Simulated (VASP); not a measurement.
# HfC (Fm-3m) in VASP: settings compared

The runs below take HfC through electric field gradients, with r2SCAN, PBE.

Everything below comes from runs of VASP 6.6.1. Logs are shortened: lines on timing, memory, paths and dates and some standing lists are left out, and cuts for length are marked.

### 1 The cell of the first run

It takes space group Fm-3m (No. 225, cubic). The conventional cell has a = 4.650 Å, b = 4.650 Å, c = 4.650 Å, α = 90.00°, β = 90.00°, γ = 90.00°. Hf (site symmetry m-3m) has 6 C at 2.33 Å within 3.1 Å. C (site symmetry m-3m) has 6 Hf at 2.33 Å within 3.1 Å.

### 2 Electric field gradients, r2SCAN

File POSCAR:

```
HfC
1.0
    0.0000000000      2.3250000000      2.3250000000
    2.3250000000      0.0000000000      2.3250000000
    2.3250000000      2.3250000000      0.0000000000
Hf C
1 1
Direct
    0.5000000000      0.5000000000      0.5000000000
    0.0000000000      0.0000000000      0.0000000000
```

File INCAR.step1:

```
PREC = Accurate
ENCUT = 520
ISMEAR = -1
SIGMA = 0.05
LREAL = False
LASPH = True
NELM = 60
NBANDS = 14
GGA = PE
ALGO = Normal
EDIFF = 1E-4
LWAVE = True
LCHARG = False
```

File INCAR.step2:

```
PREC = Accurate
ENCUT = 520
EDIFF = 1E-8
ISMEAR = -1
SIGMA = 0.05
LREAL = False
LASPH = True
NELM = 60
ALGO = Normal
ISIF = 2
LWAVE = False
LCHARG = False
METAGGA = R2SCAN
LMIXTAU = True
LEFG = True
NBANDS = 14
ISTART = 1
```

File KPOINTS:

```
Automatic mesh
0
Gamma
  12 12 12
```

Potentials or basis: VASP PAW PBE potentials, release 64 (Hf_pv, C).

Command:

```
$ cat potpaw_PBE.64/Hf_pv/POTCAR potpaw_PBE.64/C/POTCAR > POTCAR
$ cp INCAR.step1 INCAR
$ mpirun -np 1 vasp_std > vasp.out
$ cp INCAR.step2 INCAR
$ mpirun -np 1 vasp_std > vasp.out
```

OUTCAR:

```text
PREC = Accurate
   ENCUT = 520
   EDIFF = 1E-8
   ISMEAR = -1
   LREAL = False
   LASPH = True
   NELM = 60
   ISIF = 2
   METAGGA = R2SCAN
   ISTART = 1

 ion  position               nearest neighbor table
   1  0.500  0.500  0.500-   2 2.33   2 2.33   2 2.33   2 2.33   2 2.33   2 2.33
   2  0.000  0.000  0.000-   1 2.33   1 2.33   1 2.33   1 2.33   1 2.33   1 2.33

  LATTYP: Found a face centered cubic cell.
 ALAT       =     4.6500000000

  Lattice vectors:

 A1 = (   0.0000000000,   2.3250000000,   2.3250000000)
 A2 = (   2.3250000000,   0.0000000000,   2.3250000000)
 A3 = (   2.3250000000,   2.3250000000,   0.0000000000)

Analysis of symmetry for initial positions (statically):
=====================================================================
 Subroutine PRICEL returns:
 Original cell was already a primitive cell.

 Routine SETGRP: Setting up the symmetry group for a
 face centered cubic supercell.

 Subroutine GETGRP returns: Found 48 space group operations
 (whereof 48 operations were pure point group operations)
 out of a pool of 48 trial point group operations.

The static configuration has the point symmetry O_h .

Analysis of symmetry for dynamics (positions and initial velocities):
=====================================================================
 Subroutine PRICEL returns:
 Original cell was already a primitive cell.

 Routine SETGRP: Setting up the symmetry group for a
 face centered cubic supercell.

 Subroutine GETGRP returns: Found 48 space group operations
 (whereof 48 operations were pure point group operations)
 out of a pool of 48 trial point group operations.

The dynamic configuration has the point symmetry O_h .

 Subroutine INISYM returns: Found 48 space group operations
 (whereof 48 operations are pure point group operations),
 and found     1 'primitive' translations

----------------------------------------------------------------------------------------

                                     Primitive cell

  volume of cell :      25.1362

  direct lattice vectors                    reciprocal lattice vectors
     0.000000000  2.325000000  2.325000000    -0.215053763  0.215053763  0.215053763
     2.325000000  0.000000000  2.325000000     0.215053763 -0.215053763  0.215053763
     2.325000000  2.325000000  0.000000000     0.215053763  0.215053763 -0.215053763

  length of vectors
     3.288046533  3.288046533  3.288046533     0.372484045  0.372484045  0.372484045

  position of ions in fractional coordinates (direct lattice)
     0.500000000  0.500000000  0.500000000
     0.000000000  0.000000000  0.000000000

  ion indices of the primitive-cell ions
   primitive index   ion index
                 1           1
                 2           2

----------------------------------------------------------------------------------------

 KPOINTS: Automatic mesh

Automatic generation of k-mesh.
 Grid dimensions read from file:
 generate k-points for:   12   12   12

 Generating k-lattice:

  Cartesian coordinates                     Fractional coordinates (reciprocal lattice)
    -0.017921147  0.017921147  0.017921147     0.083333333  0.000000000  0.000000000
     0.017921147 -0.017921147  0.017921147     0.000000000  0.083333333  0.000000000
     0.017921147  0.017921147 -0.017921147     0.000000000  0.000000000  0.083333333

  Length of vectors
     0.031040337  0.031040337  0.031040337

  Shift w.r.t. Gamma in fractional coordinates (k-lattice)
     0.000000000  0.000000000  0.000000000

 Subroutine IBZKPT returns following result:
 ===========================================

 Found     72 irreducible k-points:

 Following reciprocal coordinates:
            Coordinates               Weight
  0.000000  0.000000  0.000000      1.000000
  0.083333  0.000000  0.000000      8.000000
  0.166667  0.000000  0.000000      8.000000
  0.250000  0.000000  0.000000      8.000000
  0.333333  0.000000  0.000000      8.000000
  0.416667  0.000000  0.000000      8.000000
[... 16 lines left out ...]
  0.500000  0.166667  0.000000     24.000000
 -0.416667  0.166667  0.000000     24.000000
 [... further k-points ...]
   k-points           NKPTS =     72   k-points in BZ     NKDIM =     72   number of bands    NBANDS=     14
   number of dos      NEDOS =    301   number of ions     NIONS =      2
   total plane-waves  NPLWV =  13824
   dimension x,y,z NGX =    24 NGY =   24 NGZ =   24
   dimension x,y,z NGXF=    48 NGYF=   48 NGZF=   48
   ions per type =               1   1
   NGX,Y,Z   is equivalent  to a cutoff of  12.13, 12.13, 12.13 a.u.
   NGXF,Y,Z  is equivalent  to a cutoff of  24.27, 24.27, 24.27 a.u.
 SYSTEM =  unknown system
   PREC   = accura    normal or accurate (medium, high low for compatibility)
   ISTART =      1    job   : 0-new  1-cont  2-samecut
   ICHARG =      0    charge: 1-file 2-atom 10-const
   ISPIN  =      1    spin polarized calculation?
   LNONCOLLINEAR =      F non collinear calculations
   LSORBIT =      F    spin-orbit coupling
   LASPH  =      T    aspherical Exc in radial PAW
   ENCUT  =  520.0 eV  38.22 Ry    6.18 a.u.   6.11  6.11  6.11*2*pi/ulx,y,z
   NELM   =     60;   NELMIN=  2; NELMDL=  0     # of ELM steps
   EDIFF  = 0.1E-07   stopping-criterion for ELM
   LREAL  =      F    real-space projection
   EDIFFG = 0.1E-06   stopping-criterion for IOM
   NSW    =      0    number of steps for IOM
   IBRION =     -1    ionic relax: 0-MD 1-quasi-New 2-CG
   NFREE  =      0    steps in history (QN), initial steepest desc. (CG)
   ISIF   =      2    stress and relaxation
   ISYM   =      2    0-nonsym 1-usesym 2-fastsym
   POTIM  = 0.5000    time-step for ionic-motion
   TEBEG  =    0.0;   TEEND  =   0.0 temperature during run
   PSTRESS=    0.0 pullay stress
   NELECT =      14.0000    total number of electrons
   NUPDOWN=      -1.0000    fix difference up-down
   EMIN   =  10.00;   EMAX   =-10.00  energy-range for DOS
   EFERMI =   0.00;   METHOD = LEGACY
   ISMEAR =    -1;   SIGMA  =   0.05  broadening in eV -4-tet -1-fermi 0-gaus
   EFERMI_NEDOS =   21; number of points for ismear=-14 and -15
   IALGO  =     38    algorithm
   IMIX   =      4    mixing-type and parameters
     AMIX     =   0.40;   BMIX     =  1.00
     AMIX_MAG =   1.60;   BMIX_MAG =  1.00
  volume/ion in A,a.u.               =      12.57        84.81
  Fermi-wavevector in a.u.,A,eV,Ry     =   1.346949  2.545365 24.684672  1.814272
  Thomas-Fermi vector in A             =   2.474740
   LORBIT       =      0    0 simple, 1 ext, 2 COOP (PROOUT), +10 PAW based schemes
   METAGGA = R2SCAN    functional components
   LHFCALC =     F    Hartree Fock is set to
   AEXX    =    0.0000 exact exchange contribution
   IVDW    =     0    specifies the selected vdW correction
   LEPSILON=     F    determine dielectric tensor
   LRPA    =     F    only Hartree local field effects (RPA)
 non-spin polarized calculation
  energy-cutoff  :      520.00
  volume of cell :       25.14
 maximum number of plane-waves:       700
   NGX = 13   NGY = 13   NGZ = 13

 number of electron      14.0000000 magnetization

 Free energy of the ion-electron system (eV)
  ---------------------------------------------------
  ext. energy  EPLUGINS =         0.00000000
  ---------------------------------------------------
  free energy    TOTEN  =       -57.34126121 eV

  energy without entropy =      -57.33939401  energy(sigma->0) =      -57.34032761

 E-fermi :   5.9331     XC(G=0): -13.1029

 val. band max:        5.8321857959   @ k =   0.0833   0.0000   0.0000
 cond. band min:       5.9884772146   @ k =   0.5000   0.4167   0.0000
 fundamental gap:      0.1562914188
 Fermi energy:         5.9331216925

 k-point     1 :       0.0000    0.0000    0.0000
  band No.  band energies     occupation
      1     -24.8583      2.00000
      2     -24.8583      2.00000
      3     -24.8583      2.00000
      4      -7.1412      2.00000
      5       6.8980      0.00000
      6       6.8980      0.00000
      7       6.8980      0.00000
      8       7.5285      0.00000
      9       7.5285      0.00000
     10       7.5285      0.00000
     11       9.4366      0.00000
     12       9.4366      0.00000
     13      13.3584      0.00000
     14      17.6586      0.00000
[... 377 lines left out ...]
      1     -25.4751      2.00000
      2     -25.0489      2.00000
      3     -24.9498      2.00000
      4      -3.8042      2.00000
      5       0.2997      2.00000
      6       2.9518      2.00000
      7       3.0369      2.00000
      8      10.4396      0.00000
      9      11.2452      0.00000
     10      11.4985      0.00000
     11      14.9584      0.00000
     12      16.4186      0.00000
     13      17.2539      0.00000
     14      18.6388      0.00000

 [... further k-points ...]

------------------------ aborting loop because EDIFF is reached ----------------------------------------

  FORCE on cell =-STRESS in cart. coord.  units (eV):
  Direction    XX          YY          ZZ          XY          YZ          ZX
  --------------------------------------------------------------------------------------
  -------------------------------------------------------------------------------------
  Total       -0.3993889     -0.3993889     -0.3993889      0.0000000     -0.0000000      0.0000000
  in kB      -25.4570261    -25.4570261    -25.4570261      0.0000000     -0.0000000      0.0000000
  external PRESSURE =     -25.4570261 kB  Pullay stress =       0.0000000 kB

 VOLUME and BASIS-vectors are now :
 -----------------------------------------------------------------------------
  energy-cutoff  :      520.00
  volume of cell :       25.14
      direct lattice vectors                 reciprocal lattice vectors
     0.000000000  2.325000000  2.325000000    -0.215053763  0.215053763  0.215053763
     2.325000000  0.000000000  2.325000000     0.215053763 -0.215053763  0.215053763
     2.325000000  2.325000000  0.000000000     0.215053763  0.215053763 -0.215053763

 POSITION                                       TOTAL-FORCE (eV/Angst)
 -----------------------------------------------------------------------------------
      2.32500      2.32500      2.32500         0.000000      0.000000      0.000000
      0.00000      0.00000      0.00000         0.000000      0.000000      0.000000
 -----------------------------------------------------------------------------------
    total drift:                                0.000000     -0.000000      0.000000

  FREE ENERGIE OF THE ION-ELECTRON SYSTEM (eV)
  ---------------------------------------------------
  free  energy   TOTEN  =       -57.3412612053 eV

  energy  without entropy=      -57.3393940137  energy(sigma->0) =      -57.34032761

 Electric field gradients (V/A^2)
---------------------------------------------------------------------
 ion       V_xx      V_yy      V_zz      V_xy      V_xz      V_yz
---------------------------------------------------------------------
   1      -0.000     0.000    -0.000     0.000     0.000     0.000
   2       0.000     0.000    -0.000     0.000     0.000     0.000
---------------------------------------------------------------------

 Electric field gradients after diagonalization (V/A^2)
 (convention: |V_zz| > |V_xx| > |V_yy|)
----------------------------------------------------------------------
 ion       V_xx      V_yy      V_zz     asymmetry (V_yy - V_xx)/ V_zz
----------------------------------------------------------------------
   1      -0.000    -0.000     0.000       0.000
   2      -0.000    -0.000     0.001       0.000
----------------------------------------------------------------------

           NMR quadrupolar parameters

 Cq : quadrupolar parameter    Cq=e*Q*V_zz/h
 eta: asymmetry parameters     (V_yy - V_xx)/ V_zz
 Q  : nuclear electric quadrupole moment in mb (millibarn)
----------------------------------------------------------------------
 ion       Cq(MHz)       eta       Q (mb)
----------------------------------------------------------------------
   1       0.000       0.000       1.000
   2       0.000       0.000       1.000
----------------------------------------------------------------------
```

It took 37 s on 1 thread of Intel Xeon 6975P-C (Granite Rapids), shared host; peak memory 0.16 GiB.

What came out:

| Quantity | Value |
| --- | --- |
| Free energy | -57.3413 eV |
| Pressure | -2.5 GPa |
| Band gap on the k mesh | zero (band 7 reaches 6.90 eV, above the bottom of band 8 at 5.47 eV) |

Caveat: without QUAD_EFG the Cq values of the log hold for a quadrupole moment of 1 mb, not for the nuclei; the PAW data sets were made with another functional, which shifts forces and pressure a little; spin-orbit coupling is left out, which moves the levels of the heavy elements.

(Part 1 of 2 ends here.)
